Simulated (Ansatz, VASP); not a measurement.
# One calculation of TaN, two programs

File POSCAR:

```
TaN
1.0
    2.9502045230      0.0000000000      0.0000000000
   -1.4751022615      2.5549520633      0.0000000000
    0.0000000000      0.0000000000      2.8977883030
Ta N
1 1
Direct
    0.3333333333      0.6666666667      0.5000000000
    0.0000000000      0.0000000000      0.0000000000
```

Contents of INCAR.step1:

```
SYSTEM = TaN
ALGO = Normal
EDIFF = 1E-4
ENCUT = 520
GGA = PE
ISMEAR = 0
LASPH = .True.
LCHARG = .False.
LREAL = .False.
LWAVE = .True.
NBANDS = 15
NELM = 80
PREC = Accurate
SIGMA = 0.1
```

File INCAR.step2:

```
SYSTEM = TaN
ALGO = Normal
EDIFF = 1E-6
ENCUT = 520
ISIF = 2
ISMEAR = 0
ISTART = 1
LASPH = .True.
LCHARG = .False.
LMIXTAU = .True.
LREAL = .False.
LWAVE = .False.
METAGGA = R2SCAN
NBANDS = 15
NELM = 80
PREC = Accurate
SIGMA = 0.1
```

Contents of KPOINTS:

```
k-points
0
Gamma
  21 21 20
  0 0 0
```

Input for Ansatz:

```yaml
crystal:
  lattice:
    - [2.950204523, 0.0, 0.0]
    - [-1.4751022615, 2.5549520633, 0.0]
    - [0.0, 0.0, 2.897788303]
  atoms:
    - { symbol: Ta, position: [0.3333333333, 0.6666666667, 0.5] }
    - { symbol: "N", position: [0.0, 0.0, 0.0] }
basis:
  ecutwfc: 500
kpoints:
  mp_grid: { grid: [21, 21, 20] }
  band_path:
    path:
      - [[0.0, 0.0, 0.0], [0.5, 0.0, 0.0], [0.33333333, 0.33333333, 0.0], [0.0, 0.0, 0.0], [0.0, 0.0, 0.5], [0.5, 0.0, 0.5], [0.33333333, 0.33333333, 0.5], [0.0, 0.0, 0.5]]
      - [[0.5, 0.0, 0.5], [0.5, 0.0, 0.0]]
      - [[0.33333333, 0.33333333, 0.5], [0.33333333, 0.33333333, 0.0]]
    npoints: 14
hamiltonian:
  xc: r2scan
scf:
  occupations: { method: gaussian, width: 0.1 }
  n_extra_bands: 6
output:
  forces: true
  stress: true
  eigenvalues: true
  populations: true
  dos: { projected: true, de: 0.02, nscf_kmesh: { grid: [32, 32, 30] } }
  bader: true
```

Alike in both runs: task single point; functional r2SCAN; k mesh 21 × 21 × 20; occupations gaussian, width 0.1 eV; no spin polarisation.

|  | VASP | Ansatz |
| --- | --- | --- |
| version | VASP 6.6.1 | Ansatz 0.2.0 |
| potentials or method | VASP PAW PBE potentials, release 64 (Ta_pv, N), cutoff 520 eV | scalar-relativistic, plane waves, PAW |
| valence electrons in the cell | 16 | 18 |

```csv
,VASP,Ansatz,Ansatz less VASP
gap on the k mesh at the Fermi level (eV),none,none,-
pressure (GPa),-3.4,-4.9,-1.53
"traceless stress, the component that is largest in VASP (GPa)",-0.12,-0.27,-0.150
```

VASP's potentials were made for PBE, not for r2SCAN. A gap of «none» marks a metal or a gap that the smearing closes. With one functional, cell and mesh, what is left measures potentials, basis and numerics. VASP's potentials hold 16 valence electrons a cell and Ansatz's 18, so a difference there can come from the potentials and not from the codes.

Neither program's run includes spin-orbit coupling.
